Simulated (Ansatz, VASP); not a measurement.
## Two plane-wave programs on WF3

The input INCAR:

```
SYSTEM = WF3
ALGO     = Normal         ! electronic algorithm
EDIFF    = 1E-6           ! SCF threshold, eV
EDIFFG   = -0.04          ! ionic threshold
ENCUT    = 600            ! plane-wave cutoff, eV
GGA      = PE             ! functional
IBRION   = 2              ! ionic algorithm
ISIF     = 3              ! what is computed and relaxed
ISMEAR   = 0              ! smearing method
ISPIN    = 2              ! spin polarisation
LASPH    = .TRUE.         ! aspherical terms in the spheres
LCHARG   = .FALSE.        ! write CHGCAR
LMAXMIX  = 4              ! l up to which the mixer works
LORBIT   = 11             ! projections on sites
LREAL    = .FALSE.        ! projectors in reciprocal space
LWAVE    = .FALSE.        ! write WAVECAR
MAGMOM   = 1.63 0.1 0.1 0.1 ! initial moments
NELM     = 150            ! most SCF steps
NSW      = 90             ! ionic steps
PREC     = Accurate       ! precision mode
SIGMA    = 0.1            ! smearing width, eV
```

Contents of KPOINTS:

```
k-points
0
G
  6 6 6
  0 0 0
```

POSCAR

```
WF3
1.0
    2.5705614700      1.4841143600      2.2348904500
   -2.5705614700      1.4841143600      2.2348904500
    0.0000000000     -2.9682287200      2.2348904500
W F
1 3
Direct
    0.0000000000      0.0000000000      0.0000000000
    0.0000000000      0.0000000000      0.5000000000
    0.5000000000      0.0000000000      0.0000000000
    0.0000000000      0.5000000000      0.0000000000
```

Input for Ansatz:

```yaml
crystal:
  lattice:
    - [2.57056147, 1.48411436, 2.23489045]
    - [-2.57056147, 1.48411436, 2.23489045]
    - [0.0, -2.96822872, 2.23489045]
  atoms:
    - { symbol: W, position: [0.0, 0.0, 0.0] }
    - { symbol: F, position: [0.0, 0.0, 0.5] }
    - { symbol: F, position: [0.5, 0.0, 0.0] }
    - { symbol: F, position: [0.0, 0.5, 0.0] }
basis:
  ecutwfc: 420
kpoints:
  mp_grid: { grid: [6, 6, 6] }
hamiltonian:
  xc: pbe
scf:
  occupations: { method: gaussian, width: 0.1 }
  lower_state_search: "off"
output:
  forces: true
  stress: true
  eigenvalues: true
  populations: true
magnetization:
  spin_polarized: true
relax:
  adjacent_minimum: "off"
  f_tol: 0.04
  max_steps: 70
  cell: { stress_tol: 0.4 }
```

Alike in both runs: task relaxation of cell and atoms; functional PBE; k mesh 6 × 6 × 6; occupations gaussian, width 0.1 eV; collinear spin.

|  | VASP | Ansatz |
| --- | --- | --- |
| version | VASP 6.6.1 | Ansatz 0.2.0 |
| potentials or method | VASP PAW PBE potentials, release 64 (W_sv, F), cutoff 600 eV | scalar-relativistic, plane waves, PAW |
| valence electrons in the cell | 35 | 35 |

```csv
,VASP,Ansatz,Ansatz less VASP
"gap on the k mesh at the Fermi level, each at its own relaxed structure (eV)",0.07,0.11,+0.033
net moment per atom (μB),0.75,0.75,0.000
size of the moment on the site where the two differ most (μB),2.39,1.48,-0.911
relaxed volume (Å³/atom),17.81,17.81,-0.004
relaxed length of the cell vector where the two differ most in proportion (Å),4.152,4.149,-0.0023
```

Site moments also hang on the region over which each program counts them. Ansatz's warnings: no starting moments.

Neither program's run includes spin-orbit coupling. Noted on VASP's run: the volume moved by over 15 % at a fixed basis, so the end points are rough.
